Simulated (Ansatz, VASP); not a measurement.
## SrTe: VASP beside Ansatz

```xyz
2
Lattice="0.0000 3.3869 3.3869 3.3869 0.0000 3.3869 3.3869 3.3869 0.0000" Properties=species:S:1:pos:R:3 pbc="T T T"
Sr    0.0000    0.0000    0.0000
Te    3.3869    3.3869    3.3869
```

Change from the starting cell: volume scaled by 1.025.

Alike in both runs: task single point; functional PBE; k mesh 11 × 11 × 11; occupations fermi-dirac, width 0.03 eV; no spin polarisation.

|  | VASP | Ansatz |
| --- | --- | --- |
| version | VASP 6.6.1 | Ansatz 0.2.0 |
| potentials or method | VASP PAW PBE potentials, release 64 (Sr_sv, Te), cutoff 500 eV | all-electron LAPW, scalar-relativistic |

```csv
,VASP,Ansatz,Ansatz less VASP
gap on the k mesh at the Fermi level (eV),1.84,1.86,+0.022
pressure (GPa),-0.7,-0.8,-0.07
```

Ansatz ran all-electron here, and VASP with PAW potentials.

Neither program's run includes spin-orbit coupling.
